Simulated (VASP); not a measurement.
GaCo: electric field gradients with PBE

Crystal: GaCo.

```xyz
2
Lattice="2.8831 0.0000 0.0000 0.0000 2.8831 0.0000 0.0000 0.0000 2.8831" Properties=species:S:1:pos:R:3 pbc="T T T"
Ga    1.4416    1.4416    1.4416
Co    0.0000    0.0000    0.0000
```

```
Program                : VASP 6.6.1
Task                   : electric field gradients
Functional             : PBE
Potentials or basis    : VASP PAW PBE potentials, release 64 (Ga_d, Co)
Cutoff                 : 520 eV
k mesh                 : 11 × 11 × 11
Occupations            : fermi-dirac, width 0.03 eV
Spin                   : collinear spin, ferromagnetic start
Starting moments       : [0.0, 2.0] μB
Dipole correction      : no
Further INCAR settings : ALGO = Normal; EDIFF = 1e-08; NBANDS = 22
```

The pressure is -0.1 GPa and the band gap on the k mesh is zero (filled and empty bands overlap). The net moment is 0.00 μB per cell, the largest electric field gradient by atom is zero within the noise of the run and the valence electrons inside the program's atomic spheres are Ga 11.78; Co 8.34.

Levels at points of the mesh, in eV from the Fermi level:
Spin up:
```csv
k point,band 9,band 10,band 11,band 12,band 13,band 14
"(0.00, 0.00, 0.00)",-0.75,-0.75,-0.75,5.17,5.17,5.17
```
Spin down:
| k point | band 9 | band 10 | band 11 | band 12 | band 13 | band 14 |
| --- | --- | --- | --- | --- | --- | --- |
| (0.00, 0.00, 0.00) | -0.75 | -0.75 | -0.75 | 5.17 | 5.17 | 5.17 |

Wall time 2.3 min on 1 thread of Intel Xeon 8259CL, on a shared host, peak memory 0.18 GiB.
